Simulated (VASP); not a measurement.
**YTi: single point with PBE**

Crystal: YTi.

```
Y Ti
1.0
     3.51846    0.00000    0.00000
     0.00000    3.51846    0.00000
     0.00000    0.00000    3.51846
Y Ti
1 1
Direct
  0.50000 0.50000 0.50000
  0.00000 0.00000 0.00000
```

This cell differs from its parent crystal: volume scaled by 0.96.

```
Program                : VASP 6.6.1
Task                   : single point
Functional             : PBE
Potentials or basis    : VASP PAW PBE potentials, release 64 (Y_sv, Ti_sv)
Cutoff                 : 520 eV
k mesh                 : 8 × 8 × 8
Occupations            : fermi-dirac, width 0.05 eV
Spin                   : no spin polarisation
Dipole correction      : no
Further INCAR settings : ALGO = Normal; EDIFF = 1e-06; NBANDS = 18
```

```
Pressure : 6.4 GPa
```

Levels at points of the mesh, in eV from the Fermi level:
```
           k point  band 8  band 9  band 10  band 11  band 12  band 13  band 14  band 15
(0.00, 0.00, 0.00)  -21.58   -5.40    -2.04    -2.04     1.01     1.01     1.01     3.30
(0.50, 0.00, 0.00)  -21.56   -2.42    -1.97    -0.31     0.66     0.93     0.93     1.56
(0.50, 0.50, 0.00)  -21.51   -2.72    -2.03    -0.28    -0.28     1.50     1.50     2.20
(0.50, 0.50, 0.50)  -21.90   -0.74    -0.74    -0.74    -0.05    -0.05    -0.05     2.25
```

Run time: 44 s on 1 thread of Intel(R) Xeon(R) Platinum 8259CL CPU @ 2.50GHz (Skylake/Cascade Lake), with other jobs on the host, peak memory 0.19 GiB.
